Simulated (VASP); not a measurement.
Write the native input for VASP 6.6.1 that does the following.

* Task: single point
* Functional: PBEsol
* Potentials or basis: VASP PAW PBE potentials, release 64 (In_d, Se)
* Cutoff: 500 eV
* k mesh: 10 × 10 × 2
* Occupations: gaussian, width 0.03 eV
* Spin: no spin polarisation
* Dipole correction: no
* Further INCAR settings: ALGO = Normal; EDIFF = 1e-06; NBANDS = 69

The structure of InSe lies in POSCAR:

```
InSe
1.0
   -1.9999996503     -3.4641010095      0.0000000000
    1.9999996503     -3.4641010095      0.0000000000
    0.0000000000      0.0000000000     25.2000100000
In Se
6 6
Direct
    0.0000000000      0.0000000000      0.7695391896
    0.3333333333      0.3333333333      0.1094862769
    0.6666666667      0.6666666667      0.4395127332
    1.0000000000      1.0000000000      0.8806260948
    0.3333333333      0.3333333333      0.2205731821
    0.6666666667      0.6666666667      0.5505996384
    1.0000000000      1.0000000000      0.3888536722
    0.3333333333      0.3333333333      0.7188801285
    0.6666666667      0.6666666667      0.0588272158
    1.0000000000      1.0000000000      0.6012256968
    0.3333333333      0.3333333333      0.9312521532
    0.6666666667      0.6666666667      0.2711992405
```

This cell differs from its parent crystal: the distance across one plane changed.

The input as run:

INCAR

```
PREC = Accurate ; ENCUT = 500
EDIFF = 1E-6 ; ISMEAR = 0
SIGMA = 0.03 ; LREAL = F
LASPH = T ; NELM = 120
ALGO = Normal ; ISIF = 2
LWAVE = F ; LCHARG = F
GGA = PS ; NBANDS = 69
GGA_COMPAT = F
```

KPOINTS

```
Automatic mesh
0
Gamma
  10 10 2
```

Potentials or basis: VASP PAW PBE potentials, release 64 (In_d, Se).

The run is started by

```console
$ cat potpaw_PBE.64/In_d/POTCAR potpaw_PBE.64/Se/POTCAR > POTCAR
$ mpirun -np 1 vasp_std > vasp.out
```

Results of the run:

```yaml
Pressure: 0.2 GPa
Largest_force: 0.179 eV/Å
Band_gap_on_the_k_mesh: 0.34 eV
```

Caveat: the cell differs from its parent crystal (the distance across one plane changed); semilocal functionals underestimate gaps, and a narrow one can read as zero; the PAW data sets were made with another functional, which shifts forces and pressure a little; spin-orbit coupling is left out, which moves the levels of the heavy elements; this functional lacks dispersion, which binds layers or chains, so the pressure and a relaxed spacing across them are unreliable.

Wall time 9.1 min on 1 thread of Intel(R) Xeon(R) 6975P-C (Granite Rapids), with other jobs on the host, peak memory 0.7 GiB.
